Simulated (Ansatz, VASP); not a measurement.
# One calculation of Sn3Te, two programs

```
CELL_PARAMETERS angstrom
5.02268 0.00000 0.00000
0.00000 5.02268 0.00000
0.00000 0.00000 5.02268
ATOMIC_POSITIONS crystal
Sn 0.50000 0.50000 0.00000
Sn 0.50000 0.00000 0.50000
Sn 0.00000 0.50000 0.50000
Te 0.00000 0.00000 0.00000
```

Alike in both runs: task single point; functional PBE; k mesh 5 × 5 × 5; occupations fermi-dirac, width 0.1 eV; no spin polarisation.

|  | VASP | Ansatz |
| --- | --- | --- |
| version | VASP 6.6.1 | Ansatz 0.2.0 |
| potentials or method | VASP PAW PBE potentials, release 64 (Sn_d, Te), cutoff 520 eV | plane waves, PAW |
| valence electrons in the cell | 48 | 58 |

```csv
,VASP,Ansatz,Ansatz less VASP
pressure (GPa),-2.9,-2.9,+0.04
```

The functional is the same, so the differences come from potentials, cutoffs and numerics. VASP's potentials hold 48 valence electrons a cell and Ansatz's 58, so a difference there can come from the potentials and not from the codes.

Spin-orbit coupling is off throughout.
